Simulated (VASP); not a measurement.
# BaTiO3 in VASP: notebook, part 2 of 3

VASP 6.6.1. The steps go on from the part before.

## (3) Single point, PBE (13.11 Å³/atom)

This run uses another cell than the first one, of 13.11 Å³/atom.

INCAR

```
ALGO = Normal ; EDIFF = 1E-7
ENCUT = 520 ; GGA = PE
ISIF = 2 ; ISMEAR = -1
LASPH = T ; LCHARG = F
LREAL = F ; LWAVE = F
NBANDS = 28 ; NELM = 60
PREC = Accurate ; SIGMA = 0.05
```

KPOINTS

```
k-points
0
Gamma
  7 7 7
```

POSCAR

```
BaTiO3
1.0
    4.0325305745      0.0000000000      0.0000000000
    0.0000000000      4.0325305745      0.0000000000
    0.0000000000      0.0000000000      4.0325305745
Ba Ti O
1 1 3
Direct
    0.5000000000      0.5000000000      0.5000000000
    0.0000000000      0.0000000000      0.0000000000
    0.0000000000      0.0000000000      0.5000000000
    0.0000000000      0.5000000000      0.0000000000
    0.5000000000      0.0000000000      0.0000000000
```

Potentials or basis: VASP PAW PBE potentials, release 64 (Ba_sv, Ti_sv, O).

Launch:

```sh
$ cat potpaw_PBE.64/Ba_sv/POTCAR potpaw_PBE.64/Ti_sv/POTCAR potpaw_PBE.64/O/POTCAR > POTCAR
$ mpirun -np 1 vasp_std > vasp.out
```

OUTCAR:

```text
EDIFF = 1E-7
   ENCUT = 520
   GGA = PE
   ISIF = 2
   ISMEAR = -1
   LASPH = T
   LREAL = F
   NELM = 60
   PREC = Accurate

 ion  position               nearest neighbor table
   1  0.500  0.500  0.500-   3 2.85   4 2.85   5 2.85   4 2.85   5 2.85   3 2.85   5 2.85   5 2.85
                             3 2.85   4 2.85   4 2.85   3 2.85   2 3.49   2 3.49   2 3.49   2 3.49
   2  0.000  0.000  0.000-   3 2.02   4 2.02   5 2.02   3 2.02   4 2.02   5 2.02   1 3.49   1 3.49
                             1 3.49   1 3.49   1 3.49   1 3.49   1 3.49   1 3.49
   3  0.000  0.000  0.500-   2 2.02   2 2.02   1 2.85   1 2.85   1 2.85   1 2.85
   4  0.000  0.500  0.000-   2 2.02   2 2.02   1 2.85   1 2.85   1 2.85   1 2.85
   5  0.500  0.000  0.000-   2 2.02   2 2.02   1 2.85   1 2.85   1 2.85   1 2.85

  LATTYP: Found a simple cubic cell.
 ALAT       =     4.0325305745

  Lattice vectors:

 A1 = (   4.0325305745,   0.0000000000,   0.0000000000)
 A2 = (   0.0000000000,   4.0325305745,   0.0000000000)
 A3 = (   0.0000000000,   0.0000000000,   4.0325305745)

Analysis of symmetry for initial positions (statically):
=====================================================================
 Subroutine PRICEL returns:
 Original cell was already a primitive cell.

 Routine SETGRP: Setting up the symmetry group for a
 simple cubic supercell.

 Subroutine GETGRP returns: Found 48 space group operations
 (whereof 48 operations were pure point group operations)
 out of a pool of 48 trial point group operations.

The static configuration has the point symmetry O_h .

Analysis of symmetry for dynamics (positions and initial velocities):
=====================================================================
 Subroutine PRICEL returns:
 Original cell was already a primitive cell.

 Routine SETGRP: Setting up the symmetry group for a
 simple cubic supercell.

 Subroutine GETGRP returns: Found 48 space group operations
 (whereof 48 operations were pure point group operations)
 out of a pool of 48 trial point group operations.

The dynamic configuration has the point symmetry O_h .

 Subroutine INISYM returns: Found 48 space group operations
 (whereof 48 operations are pure point group operations),
 and found     1 'primitive' translations

----------------------------------------------------------------------------------------

                                     Primitive cell

  volume of cell :      65.5742

  direct lattice vectors                    reciprocal lattice vectors
     4.032530574  0.000000000  0.000000000     0.247983241  0.000000000  0.000000000
     0.000000000  4.032530574  0.000000000     0.000000000  0.247983241  0.000000000
     0.000000000  0.000000000  4.032530574     0.000000000  0.000000000  0.247983241

  length of vectors
     4.032530574  4.032530574  4.032530574     0.247983241  0.247983241  0.247983241

  position of ions in fractional coordinates (direct lattice)
     0.500000000  0.500000000  0.500000000
     0.000000000  0.000000000  0.000000000
     0.000000000  0.000000000  0.500000000
     0.000000000  0.500000000  0.000000000
     0.500000000  0.000000000  0.000000000

  ion indices of the primitive-cell ions
   primitive index   ion index
                 1           1
[... 28 lines left out ...]

 Found     20 irreducible k-points:

 Following reciprocal coordinates:
            Coordinates               Weight
  0.000000  0.000000  0.000000      1.000000
  0.142857  0.000000  0.000000      6.000000
  0.285714  0.000000  0.000000      6.000000
  0.428571  0.000000  0.000000      6.000000
  0.142857  0.142857  0.000000     12.000000
  0.285714  0.142857  0.000000     24.000000
[... 12 lines left out ...]
  0.428571  0.428571  0.285714     24.000000
  0.428571  0.428571  0.428571      8.000000
   k-points           NKPTS =     20   k-points in BZ     NKDIM =     20   number of bands    NBANDS=     28
   number of dos      NEDOS =    301   number of ions     NIONS =      5
   total plane-waves  NPLWV =  27000
   dimension x,y,z NGX =    30 NGY =   30 NGZ =   30
   dimension x,y,z NGXF=    60 NGYF=   60 NGZF=   60
   ions per type =               1   1   3
   NGX,Y,Z   is equivalent  to a cutoff of  12.37, 12.37, 12.37 a.u.
   NGXF,Y,Z  is equivalent  to a cutoff of  24.74, 24.74, 24.74 a.u.
 SYSTEM =  unknown system
   PREC   = accura    normal or accurate (medium, high low for compatibility)
   ISTART =      0    job   : 0-new  1-cont  2-samecut
   ICHARG =      2    charge: 1-file 2-atom 10-const
   ISPIN  =      1    spin polarized calculation?
   LNONCOLLINEAR =      F non collinear calculations
   LSORBIT =      F    spin-orbit coupling
   LASPH  =      T    aspherical Exc in radial PAW
   ENCUT  =  520.0 eV  38.22 Ry    6.18 a.u.   7.50  7.50  7.50*2*pi/ulx,y,z
   NELM   =     60;   NELMIN=  2; NELMDL= -5     # of ELM steps
   EDIFF  = 0.1E-06   stopping-criterion for ELM
   LREAL  =      F    real-space projection
   EDIFFG = 0.1E-05   stopping-criterion for IOM
   NSW    =      0    number of steps for IOM
   IBRION =     -1    ionic relax: 0-MD 1-quasi-New 2-CG
   NFREE  =      0    steps in history (QN), initial steepest desc. (CG)
   ISIF   =      2    stress and relaxation
   ISYM   =      2    0-nonsym 1-usesym 2-fastsym
   POTIM  = 0.5000    time-step for ionic-motion
   TEBEG  =    0.0;   TEEND  =   0.0 temperature during run
   PSTRESS=    0.0 pullay stress
   NELECT =      40.0000    total number of electrons
   NUPDOWN=      -1.0000    fix difference up-down
   EMIN   =  10.00;   EMAX   =-10.00  energy-range for DOS
   EFERMI =   0.00;   METHOD = LEGACY
   ISMEAR =    -1;   SIGMA  =   0.05  broadening in eV -4-tet -1-fermi 0-gaus
   EFERMI_NEDOS =   21; number of points for ismear=-14 and -15
   IALGO  =     38    algorithm
   IMIX   =      4    mixing-type and parameters
     AMIX     =   0.40;   BMIX     =  1.00
     AMIX_MAG =   1.60;   BMIX_MAG =  1.00
  volume/ion in A,a.u.               =      13.11        88.50
  Fermi-wavevector in a.u.,A,eV,Ry     =   1.388408  2.623711 26.227641  1.927677
  Thomas-Fermi vector in A             =   2.512537
   LORBIT       =      0    0 simple, 1 ext, 2 COOP (PROOUT), +10 PAW based schemes
   GGA     = PE    functional components
   LHFCALC =     F    Hartree Fock is set to
   AEXX    =    0.0000 exact exchange contribution
   IVDW    =     0    specifies the selected vdW correction
   LEPSILON=     F    determine dielectric tensor
   LRPA    =     F    only Hartree local field effects (RPA)
 non-spin polarized calculation
  energy-cutoff  :      520.00
  volume of cell :       65.57
 maximum number of plane-waves:      1791
 NGX is ok and might be reduce to    30
   NGX = 15   NGY = 15   NGZ = 15

 number of electron      39.9999976 magnetization

 Free energy of the ion-electron system (eV)
  ---------------------------------------------------
  ext. energy  EPLUGINS =         0.00000000
  ---------------------------------------------------
  free energy    TOTEN  =       -39.98590777 eV

  energy without entropy =      -39.98590777  energy(sigma->0) =      -39.98590777

 E-fermi :   4.5157     XC(G=0): -11.1423

 val. band max:        3.6041673573   @ k =   0.4286   0.4286   0.4286
 cond. band min:       5.3619718522   @ k =   0.0000   0.0000   0.0000
 fundamental gap:      1.7578044948
 Fermi energy:         4.5157211795

 k-point     1 :       0.0000    0.0000    0.0000
  band No.  band energies     occupation
      1     -53.0696      2.00000
      2     -29.2688      2.00000
      3     -29.2688      2.00000
      4     -29.2688      2.00000
      5     -21.2048      2.00000
      6     -13.1790      2.00000
[... 609 lines left out ...]
     27      11.0003      0.00000
     28      11.0003      0.00000

------------------------ aborting loop because EDIFF is reached ----------------------------------------

  FORCE on cell =-STRESS in cart. coord.  units (eV):
  Direction    XX          YY          ZZ          XY          YZ          ZX
  --------------------------------------------------------------------------------------
  -------------------------------------------------------------------------------------
  Total        0.0376732      0.0376732      0.0376732      0.0000000      0.0000000     -0.0000000
  in kB        0.9204705      0.9204705      0.9204705      0.0000000      0.0000000     -0.0000000
  external PRESSURE =       0.9204705 kB  Pullay stress =       0.0000000 kB

 VOLUME and BASIS-vectors are now :
 -----------------------------------------------------------------------------
  energy-cutoff  :      520.00
  volume of cell :       65.57
      direct lattice vectors                 reciprocal lattice vectors
     4.032530574  0.000000000  0.000000000     0.247983241  0.000000000  0.000000000
     0.000000000  4.032530574  0.000000000     0.000000000  0.247983241  0.000000000
     0.000000000  0.000000000  4.032530574     0.000000000  0.000000000  0.247983241

 POSITION                                       TOTAL-FORCE (eV/Angst)
 -----------------------------------------------------------------------------------
      2.01627      2.01627      2.01627         0.000000      0.000000      0.000000
      0.00000      0.00000      0.00000         0.000000      0.000000      0.000000
      0.00000      0.00000      2.01627         0.000000      0.000000      0.000000
      0.00000      2.01627      0.00000         0.000000      0.000000      0.000000
      2.01627      0.00000      0.00000         0.000000      0.000000      0.000000
 -----------------------------------------------------------------------------------
    total drift:                                0.000000     -0.000000      0.000000

  FREE ENERGIE OF THE ION-ELECTRON SYSTEM (eV)
  ---------------------------------------------------
  free  energy   TOTEN  =       -39.9859077740 eV

  energy  without entropy=      -39.9859077701  energy(sigma->0) =      -39.98590777
```

OSZICAR:

```text
N       E                     dE             d eps       ncg     rms          rms(c)
DAV:   1     0.417059971868E+03    0.41706E+03   -0.20389E+04  1120   0.152E+03
DAV:   2    -0.108588918385E+02   -0.42792E+03   -0.40709E+03  1300   0.408E+02
DAV:   3    -0.491595935871E+02   -0.38301E+02   -0.37944E+02  1300   0.129E+02
DAV:   4    -0.510668469601E+02   -0.19073E+01   -0.19036E+01  1768   0.257E+01
DAV:   5    -0.510963741136E+02   -0.29527E-01   -0.29520E-01  1396   0.306E+00    0.224E+01
DAV:   6    -0.402795988415E+02    0.10817E+02   -0.57987E+01  1596   0.650E+01    0.989E+00
DAV:   7    -0.401676022684E+02    0.11200E+00   -0.10242E+01  1468   0.232E+01    0.639E+00
DAV:   8    -0.399879510818E+02    0.17965E+00   -0.65077E-01  1400   0.673E+00    0.353E+00
DAV:   9    -0.400287292260E+02   -0.40778E-01   -0.43971E-01  1568   0.579E+00    0.186E+00
DAV:  10    -0.399932607481E+02    0.35468E-01   -0.25896E-01  1292   0.499E+00    0.670E-01
DAV:  11    -0.399858926949E+02    0.73681E-02   -0.29306E-02  1528   0.115E+00    0.167E-01
DAV:  12    -0.399861533386E+02   -0.26064E-03   -0.27746E-03  1312   0.469E-01    0.141E-01
DAV:  13    -0.399859147661E+02    0.23857E-03   -0.97206E-04  1376   0.319E-01    0.289E-02
DAV:  14    -0.399859074861E+02    0.72800E-05   -0.47818E-05  1388   0.485E-02    0.150E-02
DAV:  15    -0.399859077417E+02   -0.25562E-06   -0.95684E-06  1392   0.223E-02    0.291E-03
DAV:  16    -0.399859077740E+02   -0.32281E-07   -0.74001E-07  1448   0.681E-03
   1 F= -.39985908E+02 E0= -.39985908E+02  d E =-.390045E-08
```

Wall time 66 s (1 thread of AMD EPYC 7R43 (Zen 3), shared host); peak memory 0.16 GiB.

What came out:

```yaml
Free_energy: -39.9859 eV
Pressure: 0.1 GPa
Band_gap_on_the_k_mesh: 1.76 eV (least direct gap 1.87 eV)
```

Levels at points of the mesh, in eV from the valence-band top:
```csv
k point,band 18,band 19,band 20,band 21,band 22,band 23
"(0.00, 0.00, 0.00)",-0.11,-0.11,-0.11,1.76,1.76,1.76
```

Caveat: spin-orbit coupling is left out, which moves the levels of the heavy elements; an odd mesh through Γ misses points on the zone boundary, where band edges can lie.

(Continued in part 3 of 3.)
